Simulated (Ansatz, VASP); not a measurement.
CsBr in VASP and in Ansatz

```xyz
2
Lattice="4.2402 0.0000 0.0000 0.0000 4.2402 0.0000 0.0000 0.0000 4.2614" Properties=species:S:1:pos:R:3 pbc="T T T"
Cs    0.0000    0.0000    0.0000
Br    2.1201    2.1201    2.1307
```

Change from the starting cell: z stretched by +0.5 %, x and y held.

Alike in both runs: task single point; functional PBEsol; k mesh 6 × 6 × 6; non-collinear spin, spin-orbit coupling.

|  | VASP | Ansatz |
| --- | --- | --- |
| version | VASP 6.6.1 | Ansatz 0.2.0 |
| potentials or method | VASP PAW PBE potentials, release 64 (Cs_sv, Br), cutoff 500 eV | all-electron LAPW |
| occupations | gaussian, width 0.01 eV | fixed |

Ansatz gave:

- pressure (GPa): -0.1
- traceless stress, the component that is largest in VASP (GPa): -0.08

Question: Which values does VASP return?

Answer: Pressure (GPa): 0.0; traceless stress, the component that is largest in VASP (GPa): -0.08.

VASP's potentials were made for PBE, not for PBEsol. Ansatz ran all-electron here, and VASP with PAW potentials.
